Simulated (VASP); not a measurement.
Wanted: the native input for a VASP 6.6.1 run.

```yaml
Task: single point
Functional: PBEsol
Potentials_or_basis: VASP PAW PBE potentials, release 64 (Se, Sn_d)
Cutoff: 400 eV
k_mesh: 12 × 12 × 1
Occupations: gaussian, width 0.03 eV
Spin: no spin polarisation
Dipole_correction: yes
Further_INCAR_settings: ALGO = Normal; EDIFF = 1e-06; NBANDS = 20; NELMDL = -8
```

The structure of SnSe2 (n.B) lies in POSCAR:

```
SnSe2
1.0
    3.8018542956      0.0000000000      0.0000000000
   -1.9009271478      3.2925024015      0.0000000000
    0.0000000000      0.0000000000     30.1599999976
Se Sn
2 1
Direct
    0.3333333333      0.6666666667      0.2322027003
    0.6666666667      0.3333333333      0.3374259470
    0.0000000000      0.0000000000      0.2848143236
```

The input as run:

INCAR

```
PREC     = Accurate       # precision mode
ENCUT    = 400            # plane-wave cutoff, eV
EDIFF    = 1E-6           # SCF threshold, eV
ISMEAR   = 0              # smearing method
SIGMA    = 0.03           # smearing width, eV
LREAL    = False          # projectors in reciprocal space
LASPH    = True           # aspherical terms in the spheres
NELM     = 120            # most SCF steps
ALGO     = Normal         # electronic algorithm
ISIF     = 2              # what is computed and relaxed
LWAVE    = False          # write WAVECAR
LCHARG   = False          # write CHGCAR
LDIPOL   = True         
IDIPOL   = 3            
DIPOL    = 0.5 0.5 0.285
GGA      = PS             # functional
NBANDS   = 20             # bands
GGA_COMPAT= False        
NELMDL   = -8
```

KPOINTS

```
Automatic mesh
0
Gamma
  12 12 1
```

Potentials or basis: VASP PAW PBE potentials, release 64 (Se, Sn_d).

Command:

```console
$ cat potpaw_PBE.64/Se/POTCAR potpaw_PBE.64/Sn_d/POTCAR > POTCAR
$ mpirun -np 1 vasp_std > vasp.out
```

Results of the run:

| Property | Result |
| --- | --- |
| Largest force | 0.023 eV/Å |
| Band gap on the k mesh | 0.75 eV, indirect (least direct gap 1.10 eV) |

Caveat: the PAW data sets were made with another functional, which shifts forces and pressure a little; spin-orbit coupling is left out, which moves the levels of the heavy elements.

Wall time 5.6 min on 1 thread of Intel Xeon 8259CL, on a shared host, peak memory 0.42 GiB.
